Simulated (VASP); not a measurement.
# Pb (P6/mmm) in VASP: a series of runs

The runs below take Pb through single point, with revPBE.

Everything below comes from runs of VASP 6.6.1. Logs are shortened: lines on timing, memory, paths and dates and some standing lists are left out, and cuts for length are marked.

**1. The cell of the first run**

The structure is hexagonal, space group P6/mmm (No. 191). Conventional cell: a = 5.513 Å, b = 5.513 Å, c = 3.327 Å, α = 90.00°, β = 90.00°, γ = 120.00°. Pb (site symmetry 6/mmm) has 14 Pb at 3.33 to 3.59 Å within 4.4 Å. Pb (site symmetry -6m2) has 11 Pb at 3.18 to 3.59 Å within 4.2 Å.

**2. Single point, revPBE (volume scaled by 0.88)**

File INCAR:

```
PREC = Accurate
ENCUT = 520
EDIFF = 1E-6
ISMEAR = -1
SIGMA = 0.1
LREAL = F
LASPH = T
NELM = 60
ALGO = Normal
ISIF = 2
LWAVE = F
LCHARG = F
GGA = RE
NBANDS = 28
```

File KPOINTS:

```
Automatic mesh
0
Gamma
  7 7 10
```

File POSCAR:

```
Pb
1.0
    5.5125580531      0.0000000000      0.0000000000
   -2.7562790266      4.7740153138      0.0000000000
    0.0000000000      0.0000000000      3.3274739750
Pb
3
Direct
    0.0000000000      0.0000000000      0.0000000000
    0.3333333333      0.6666666667      0.5000000000
    0.6666666667      0.3333333333      0.5000000000
```

Potentials or basis: VASP PAW PBE potentials, release 64 (Pb_d).

Started as:

```console
$ cat potpaw_PBE.64/Pb_d/POTCAR > POTCAR
$ mpirun -np 1 vasp_std > vasp.out
```

OUTCAR:

```text
PREC = Accurate
   ENCUT = 520
   EDIFF = 1E-6
   ISMEAR = -1
   LREAL = F
   LASPH = T
   NELM = 60
   ISIF = 2
   GGA = RE

 ion  position               nearest neighbor table
   1  0.000  0.000  0.000-   2 3.59   3 3.59   2 3.59   3 3.59   3 3.59   3 3.59   2 3.59   2 3.59
                             3 3.59   3 3.59   2 3.59   2 3.59
   2  0.333  0.667  0.500-   3 3.18   3 3.18   3 3.18   1 3.59   1 3.59   1 3.59   1 3.59   1 3.59
                             1 3.59
   3  0.667  0.333  0.500-   2 3.18   2 3.18   2 3.18   1 3.59   1 3.59   1 3.59   1 3.59   1 3.59
                             1 3.59

  LATTYP: Found a hexagonal cell.
 ALAT       =     5.5125580531
 C/A-ratio  =     0.6036170400

  Lattice vectors:

 A1 = (   5.5125580531,   0.0000000000,   0.0000000000)
 A2 = (  -2.7562790266,   4.7740153138,   0.0000000000)
 A3 = (   0.0000000000,   0.0000000000,   3.3274739750)

Analysis of symmetry for initial positions (statically):
=====================================================================
 Subroutine PRICEL returns:
 Original cell was already a primitive cell.

 Routine SETGRP: Setting up the symmetry group for a
 hexagonal supercell.

 Subroutine GETGRP returns: Found 24 space group operations
 (whereof 24 operations were pure point group operations)
 out of a pool of 24 trial point group operations.

The static configuration has the point symmetry D_6h.

Analysis of symmetry for dynamics (positions and initial velocities):
=====================================================================
 Subroutine PRICEL returns:
 Original cell was already a primitive cell.

 Routine SETGRP: Setting up the symmetry group for a
 hexagonal supercell.

 Subroutine GETGRP returns: Found 24 space group operations
 (whereof 24 operations were pure point group operations)
 out of a pool of 24 trial point group operations.

The dynamic configuration has the point symmetry D_6h.

 Subroutine INISYM returns: Found 24 space group operations
 (whereof 24 operations are pure point group operations),
 and found     1 'primitive' translations

----------------------------------------------------------------------------------------

                                     Primitive cell

  volume of cell :      87.5693

  direct lattice vectors                    reciprocal lattice vectors
     5.512558053  0.000000000  0.000000000     0.181403985  0.104733640  0.000000000
    -2.756279027  4.774015314  0.000000000     0.000000000  0.209467279  0.000000000
     0.000000000  0.000000000  3.327473975     0.000000000  0.000000000  0.300528271

  length of vectors
     5.512558053  5.512558053  3.327473975     0.209467279  0.209467279  0.300528271

  position of ions in fractional coordinates (direct lattice)
     0.000000000  0.000000000  0.000000000
     0.333333333  0.666666667  0.500000000
     0.666666667  0.333333333  0.500000000

  ion indices of the primitive-cell ions
   primitive index   ion index
                 1           1
                 2           2
                 3           3

----------------------------------------------------------------------------------------

 KPOINTS: Automatic mesh

Automatic generation of k-mesh.
 Grid dimensions read from file:
 generate k-points for:    7    7   10

 Generating k-lattice:

  Cartesian coordinates                     Fractional coordinates (reciprocal lattice)
     0.025914855  0.014961949  0.000000000     0.142857143  0.000000000  0.000000000
     0.000000000  0.029923897  0.000000000     0.000000000  0.142857143  0.000000000
     0.000000000  0.000000000  0.030052827     0.000000000  0.000000000  0.100000000

  Length of vectors
     0.029923897  0.029923897  0.030052827

  Shift w.r.t. Gamma in fractional coordinates (k-lattice)
     0.000000000  0.000000000  0.000000000

 Subroutine IBZKPT returns following result:
 ===========================================

 Found     48 irreducible k-points:

 Following reciprocal coordinates:
            Coordinates               Weight
  0.000000  0.000000  0.000000      1.000000
  0.142857  0.000000  0.000000      6.000000
  0.285714  0.000000  0.000000      6.000000
  0.428571  0.000000  0.000000      6.000000
  0.142857  0.142857  0.000000      6.000000
  0.285714  0.142857  0.000000     12.000000
[... 16 lines left out ...]
  0.428571  0.142857  0.200000     12.000000
  0.285714  0.285714  0.200000     12.000000
 [... further k-points ...]
   k-points           NKPTS =     48   k-points in BZ     NKDIM =     48   number of bands    NBANDS=     28
   number of dos      NEDOS =    301   number of ions     NIONS =      3
   total plane-waves  NPLWV =  49392
   dimension x,y,z NGX =    42 NGY =   42 NGZ =   28
   dimension x,y,z NGXF=    84 NGYF=   84 NGZF=   56
   ions per type =               3
   NGX,Y,Z   is equivalent  to a cutoff of  12.67, 12.67, 13.99 a.u.
   NGXF,Y,Z  is equivalent  to a cutoff of  25.33, 25.33, 27.98 a.u.
 SYSTEM =  unknown system
   PREC   = accura    normal or accurate (medium, high low for compatibility)
   ISTART =      0    job   : 0-new  1-cont  2-samecut
   ICHARG =      2    charge: 1-file 2-atom 10-const
   ISPIN  =      1    spin polarized calculation?
   LNONCOLLINEAR =      F non collinear calculations
   LSORBIT =      F    spin-orbit coupling
   LASPH  =      T    aspherical Exc in radial PAW
   ENCUT  =  520.0 eV  38.22 Ry    6.18 a.u.  10.25 10.25  6.19*2*pi/ulx,y,z
   NELM   =     60;   NELMIN=  2; NELMDL= -5     # of ELM steps
   EDIFF  = 0.1E-05   stopping-criterion for ELM
   LREAL  =      F    real-space projection
   EDIFFG = 0.1E-04   stopping-criterion for IOM
   NSW    =      0    number of steps for IOM
   IBRION =     -1    ionic relax: 0-MD 1-quasi-New 2-CG
   NFREE  =      0    steps in history (QN), initial steepest desc. (CG)
   ISIF   =      2    stress and relaxation
   ISYM   =      2    0-nonsym 1-usesym 2-fastsym
   POTIM  = 0.5000    time-step for ionic-motion
   TEBEG  =    0.0;   TEEND  =   0.0 temperature during run
   PSTRESS=    0.0 pullay stress
   NELECT =      42.0000    total number of electrons
   NUPDOWN=      -1.0000    fix difference up-down
   EMIN   =  10.00;   EMAX   =-10.00  energy-range for DOS
   EFERMI =   0.00;   METHOD = LEGACY
   ISMEAR =    -1;   SIGMA  =   0.10  broadening in eV -4-tet -1-fermi 0-gaus
   EFERMI_NEDOS =   21; number of points for ismear=-14 and -15
   IALGO  =     38    algorithm
   IMIX   =      4    mixing-type and parameters
     AMIX     =   0.40;   BMIX     =  1.00
     AMIX_MAG =   1.60;   BMIX_MAG =  1.00
  volume/ion in A,a.u.               =      29.19       196.98
  Fermi-wavevector in a.u.,A,eV,Ry     =   1.281467  2.421621 22.342906  1.642157
  Thomas-Fermi vector in A             =   2.413835
   LORBIT       =      0    0 simple, 1 ext, 2 COOP (PROOUT), +10 PAW based schemes
   GGA     = RE    functional components
   LHFCALC =     F    Hartree Fock is set to
   AEXX    =    0.0000 exact exchange contribution
   IVDW    =     0    specifies the selected vdW correction
   LEPSILON=     F    determine dielectric tensor
   LRPA    =     F    only Hartree local field effects (RPA)
 non-spin polarized calculation
  energy-cutoff  :      520.00
  volume of cell :       87.57
 maximum number of plane-waves:      2376
 NGX is ok and might be reduce to    42
   NGX = 21   NGY = 21   NGZ = 13

 number of electron      42.0000018 magnetization

 Free energy of the ion-electron system (eV)
  ---------------------------------------------------
  ext. energy  EPLUGINS =         0.00000000
  ---------------------------------------------------
  free energy    TOTEN  =        -9.39511855 eV

  energy without entropy =       -9.33743804  energy(sigma->0) =       -9.36627830

 E-fermi :   7.8067     XC(G=0): -10.2933

 val. band max:        7.7906529213   @ k =   0.4286   0.1429   0.0000
 cond. band min:       7.8377049709   @ k =   0.4286   0.1429   0.1000
 fundamental gap:      0.0470520496
 Fermi energy:         7.8066662171

 k-point     1 :       0.0000    0.0000    0.0000
  band No.  band energies     occupation
      1      -9.5964      2.00000
      2      -9.4664      2.00000
      3      -9.3819      2.00000
      4      -9.3819      2.00000
      5      -9.2996      2.00000
      6      -9.2996      2.00000
[... 20 lines left out ...]
     27      15.9852      0.00000
     28      16.0890      0.00000

 k-point     2 :       0.1429    0.0000    0.0000
  band No.  band energies     occupation
      1      -9.5899      2.00000
      2      -9.4690      2.00000
      3      -9.3859      2.00000
      4      -9.3844      2.00000
      5      -9.3439      2.00000
      6      -9.3133      2.00000
[... 20 lines left out ...]
     27      15.6027      0.00000
     28      15.7651      0.00000

 k-point     3 :       0.2857    0.0000    0.0000
  band No.  band energies     occupation
      1      -9.5746      2.00000
      2      -9.4782      2.00000
      3      -9.4222      2.00000
      4      -9.3949      2.00000
      5      -9.3732      2.00000
      6      -9.3598      2.00000
[... 20 lines left out ...]
     27      15.2814      0.00000
     28      15.2914      0.00000

 k-point     4 :       0.4286    0.0000    0.0000
  band No.  band energies     occupation
      1      -9.5618      2.00000
      2      -9.4928      2.00000
      3      -9.4550      2.00000
      4      -9.4014      2.00000
      5      -9.3867      2.00000
      6      -9.3775      2.00000
[... 20 lines left out ...]
     27      14.9845      0.00000
     28      15.6133      0.00000

 k-point     5 :       0.1429    0.1429    0.0000
  band No.  band energies     occupation
      1      -9.5790      2.00000
      2      -9.4743      2.00000
      3      -9.4063      2.00000
      4      -9.3919      2.00000
      5      -9.3693      2.00000
      6      -9.3596      2.00000
[... 20 lines left out ...]
     27      15.1814      0.00000
     28      15.2016      0.00000

 k-point     6 :       0.2857    0.1429    0.0000
  band No.  band energies     occupation
      1      -9.5653      2.00000
      2      -9.4835      2.00000
      3      -9.4484      2.00000
      4      -9.4014      2.00000
      5      -9.3960      2.00000
      6      -9.3770      2.00000
[... 463 lines left out ...]
      5      -9.3685      2.00000
      6      -9.3369      2.00000
[... 20 lines left out ...]
     27      13.9696      0.00000
     28      15.6058      0.00000

 k-point    22 :       0.2857    0.1429    0.2000
  band No.  band energies     occupation
      1      -9.4568      2.00000
      2      -9.4359      2.00000
      3      -9.4292      2.00000
      4      -9.4001      2.00000
      5      -9.3693      2.00000
      6      -9.3432      2.00000
[... 20 lines left out ...]
     27      13.4016      0.00000
     28      15.5098      0.00000

 k-point    23 :       0.4286    0.1429    0.2000
  band No.  band energies     occupation
      1      -9.4555      2.00000
      2      -9.4357      2.00000
      3      -9.4264      2.00000
      4      -9.4149      2.00000
      5      -9.3726      2.00000
      6      -9.3467      2.00000
[... 20 lines left out ...]
     27      12.8212      0.00000
     28      15.2045      0.00000

 k-point    24 :       0.2857    0.2857    0.2000
  band No.  band energies     occupation
      1      -9.4487      2.00000
      2      -9.4349      2.00000
      3      -9.4309      2.00000
      4      -9.4175      2.00000
      5      -9.3608      2.00000
      6      -9.3568      2.00000
[... 20 lines left out ...]
     27      13.5188      0.00000
     28      16.2833      0.00000

 [... further k-points ...]

------------------------ aborting loop because EDIFF is reached ----------------------------------------

  FORCE on cell =-STRESS in cart. coord.  units (eV):
  Direction    XX          YY          ZZ          XY          YZ          ZX
  --------------------------------------------------------------------------------------
  -------------------------------------------------------------------------------------
  Total        3.3791704      3.3791704      3.0479076     -0.0000000      0.0000000      0.0000000
  in kB       61.8256975     61.8256975     55.7648750     -0.0000000      0.0000000      0.0000000
  external PRESSURE =      59.8054233 kB  Pullay stress =       0.0000000 kB

 VOLUME and BASIS-vectors are now :
 -----------------------------------------------------------------------------
  energy-cutoff  :      520.00
  volume of cell :       87.57
      direct lattice vectors                 reciprocal lattice vectors
     5.512558053  0.000000000  0.000000000     0.181403985  0.104733640  0.000000000
    -2.756279027  4.774015314  0.000000000     0.000000000  0.209467279  0.000000000
     0.000000000  0.000000000  3.327473975     0.000000000  0.000000000  0.300528271

 POSITION                                       TOTAL-FORCE (eV/Angst)
 -----------------------------------------------------------------------------------
      0.00000      0.00000      0.00000         0.000000     -0.000000      0.000000
     -0.00000      3.18268      1.66374         0.000000      0.000000     -0.000000
      2.75628      1.59134      1.66374        -0.000000     -0.000000      0.000000
 -----------------------------------------------------------------------------------
    total drift:                               -0.000000      0.000000     -0.000000

  FREE ENERGIE OF THE ION-ELECTRON SYSTEM (eV)
  ---------------------------------------------------
  free  energy   TOTEN  =        -9.3951185542 eV

  energy  without entropy=       -9.3374380367  energy(sigma->0) =       -9.36627830
```

Wall time 1.8 min (1 thread of AMD EPYC 7R43 (Zen 3), shared host); peak memory 0.21 GiB.

What came out:

```yaml
Free_energy: -9.3951 eV
Pressure: 6.0 GPa
Band_gap_on_the_k_mesh: zero (band 21 reaches 9.87 eV, above the bottom of band 22 at 5.64 eV)
```

Caveat: the PAW data sets were made with another functional, which shifts forces and pressure a little; spin-orbit coupling is left out, which moves the levels of the heavy elements.

**3. Single point, revPBE (volume scaled by 0.92)**

File INCAR:

```
  PREC = Accurate
  ENCUT = 520
  EDIFF = 1E-6
  ISMEAR = -1
  SIGMA = 0.1
  LREAL = F
  LASPH = T
  NELM = 60
  ALGO = Normal
  ISIF = 2
  LWAVE = F
  LCHARG = T
  GGA = RE
  LELF = T
  LVHAR = T
  NBANDS = 28
```

KPOINTS is that of step 2.

File POSCAR:

```
Pb
1.0
    5.5948471709      0.0000000000      0.0000000000
   -2.7974235855      4.8452797803      0.0000000000
    0.0000000000      0.0000000000      3.3771450887
Pb
3
Direct
    0.0000000000      0.0000000000      0.0000000000
    0.3333333333      0.6666666667      0.5000000000
    0.6666666667      0.3333333333      0.5000000000
```

Potentials or basis: VASP PAW PBE potentials, release 64 (Pb_d).

Started as:

```console
$ cat potpaw_PBE.64/Pb_d/POTCAR > POTCAR
$ mpirun -np 1 vasp_std > vasp.out
```

Run time: 1.9 min. Hardware: 1 thread of AMD EPYC 7R43 (Zen 3), shared host; peak memory 0.22 GiB.

The run converged. Its results:

```
Free energy            : -9.5148 eV
Pressure               : 3.5 GPa
Band gap on the k mesh : zero (band 21 reaches 9.27 eV, above the bottom of band 22 at 5.26 eV)
```

Stress tensor (GPa, compression positive):
```
3.71 0.00 0.00
0.00 3.71 0.00
0.00 0.00 3.05
```

Levels at points of the mesh, in eV from the Fermi level:
```
           k point  band 17  band 18  band 19  band 20  band 21  band 22  band 23  band 24  band 25  band 26
(0.00, 0.00, 0.00)    -7.47    -7.05    -2.13    -2.13    -2.02    -2.02     3.05     6.96     7.64     7.64
(0.00, 0.00, 0.50)    -7.84    -5.12    -2.12    -1.30    -0.31    -0.31    -0.26     0.96     0.96     2.38
```

Caveat: the PAW data sets were made with another functional, which shifts forces and pressure a little; spin-orbit coupling is left out, which moves the levels of the heavy elements.
